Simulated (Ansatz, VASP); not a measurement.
# ScInSbP3: VASP beside Ansatz

```
Sc In Sb P
1.0
     5.35460    0.00000    0.00000
    -2.67730    4.63722    0.00000
     0.00000    0.00000    5.63634
Sc In Sb P
1 1 1 3
Cartesian
  2.6773 1.5457 0.0000
  0.0000 3.0915 2.8182
  0.0000 0.0000 2.8182
  -1.4695 3.9399 0.0000
  0.0000 1.3947 0.0000
  1.4695 3.9399 0.0000
```

Alike in both runs: functional PBE; k mesh 6 × 6 × 4; occupations gaussian, width 0.1 eV; no spin polarisation.

Ansatz relaxed the structure, and its values are those at the end. VASP's run is a single point on that final structure, the one shown.

|  | VASP | Ansatz |
| --- | --- | --- |
| version | VASP 6.6.1 | Ansatz 0.2.0 |
| potentials or method | VASP PAW PBE potentials, release 64 (Sc_sv, In_d, Sb, P), cutoff 520 eV | scalar-relativistic, plane waves, PAW |
| valence electrons in the cell | 44 | 54 |

```csv
,VASP,Ansatz,Ansatz less VASP
gap on the k mesh at the Fermi level (eV),none,none,-
pressure (GPa),-0.1,-0.1,+0.04
rms of the force components (eV/Å),0.030,0.009,-0.0205
```

A gap of «none» marks a metal or a gap that the smearing closes. The functional is the same, so the differences come from potentials, cutoffs and numerics. VASP's potentials hold 44 valence electrons a cell and Ansatz's 54, so a difference there can come from the potentials and not from the codes.

Neither program's run includes spin-orbit coupling.
